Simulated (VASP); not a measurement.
ScAl2: single point with r2SCAN

The system is ScAl2.

```xyz
6
Lattice="0.0000 3.7777 3.7777 3.7777 0.0000 3.7777 3.7777 3.7777 0.0000" Properties=species:S:1:pos:R:3 pbc="T T T"
Sc    3.7777    3.7777    3.7777
Sc    5.6665    5.6665    5.6665
Al    0.9444    0.9444    0.9444
Al    0.9444    2.8332    2.8332
Al    2.8332    0.9444    2.8332
Al    2.8332    2.8332    0.9444
```

```
Program             : VASP 6.6.1
Task                : single point
Functional          : r2SCAN
Potentials or basis : VASP PAW PBE potentials, release 64 (Sc_sv, Al)
Cutoff              : 520 eV
k mesh              : 3 × 3 × 3
Occupations         : fermi-dirac, width 0.1 eV
Spin                : no spin polarisation
```

```yaml
Pressure: -0.2 GPa
Band_gap_on_the_k_mesh: zero (bands 17 and 18 overlap by 1.89 eV)
```

Levels at points of the mesh, in eV from the Fermi level:
```
           k point  band 13  band 14  band 15  band 16  band 17  band 18  band 19  band 20  band 21  band 22
(0.00, 0.00, 0.00)    -2.68    -2.42    -2.42    -2.42    -1.73    -1.73     0.50     2.33     2.33     2.33
```

Run time: 66 s on 1 thread of AMD EPYC 7R13 Processor (Zen 3), with other jobs on the host, peak memory 0.22 GiB.

Caveat: the k points lie up to 0.48 Å⁻¹ apart, too coarse for converged energies and pressures of a metal; the PAW data sets were made with another functional, which shifts forces and pressure a little.
